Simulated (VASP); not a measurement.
Set up this calculation in VASP 6.6.1, as the native input.

```
Task                   : single point
Functional             : r2SCAN
Potentials or basis    : VASP PAW PBE potentials, release 64 (Bi_d, Te)
Cutoff                 : 520 eV
k mesh                 : 7 × 7 × 7
Occupations            : fermi-dirac, width 0.05 eV
Spin                   : no spin polarisation
Dipole correction      : no
Further INCAR settings : ALGO = Normal; EDIFF = 1e-06; NBANDS = 18
```

Crystal: BiTe.

```
Bi Te
1.0
     2.37325    1.37020    3.24957
    -2.37325    1.37020    3.24957
     0.00000   -2.74039    3.24957
Bi Te
1 1
Direct
  0.50000 0.50000 0.50000
  0.00000 0.00000 0.00000
```

The input as run:

POSCAR

```
BiTe
1.0
    2.3732508797      1.3701970343      3.2495731172
   -2.3732508797      1.3701970343      3.2495731172
    0.0000000000     -2.7403940685      3.2495731172
Bi Te
1 1
Direct
    0.5000000000      0.5000000000      0.5000000000
    0.0000000000      0.0000000000      0.0000000000
```

INCAR.step1

```
SYSTEM = BiTe
PREC = Accurate ; ENCUT = 520
ISMEAR = -1 ; SIGMA = 0.05
LREAL = .FALSE. ; LASPH = .TRUE.
NELM = 80 ; NBANDS = 18
GGA = PE ; ALGO = Normal
EDIFF = 1E-4 ; LWAVE = .TRUE.
LCHARG = .FALSE.
```

INCAR.step2

```
SYSTEM = BiTe
PREC = Accurate ; ENCUT = 520
EDIFF = 1E-6 ; ISMEAR = -1
SIGMA = 0.05 ; LREAL = .FALSE.
LASPH = .TRUE. ; NELM = 80
ALGO = Normal ; ISIF = 2
LWAVE = .FALSE. ; LCHARG = .FALSE.
METAGGA = R2SCAN ; LMIXTAU = .TRUE.
NBANDS = 18 ; ISTART = 1
```

KPOINTS

```
Automatic mesh
0
G
  7 7 7
  0 0 0
```

Potentials or basis: VASP PAW PBE potentials, release 64 (Bi_d, Te).

Command:

```bash
$ cat potpaw_PBE.64/Bi_d/POTCAR potpaw_PBE.64/Te/POTCAR > POTCAR
$ cp INCAR.step1 INCAR
$ mpirun -np 1 vasp_std > vasp.out
$ cp INCAR.step2 INCAR
$ mpirun -np 1 vasp_std > vasp.out
```

It gave:

- Pressure: 2.9 GPa

Caveat: the PAW data sets were made with another functional, which shifts forces and pressure a little.

It took 2.5 min on 1 thread of Intel Xeon 8259CL, on a shared host, peak memory 0.22 GiB.
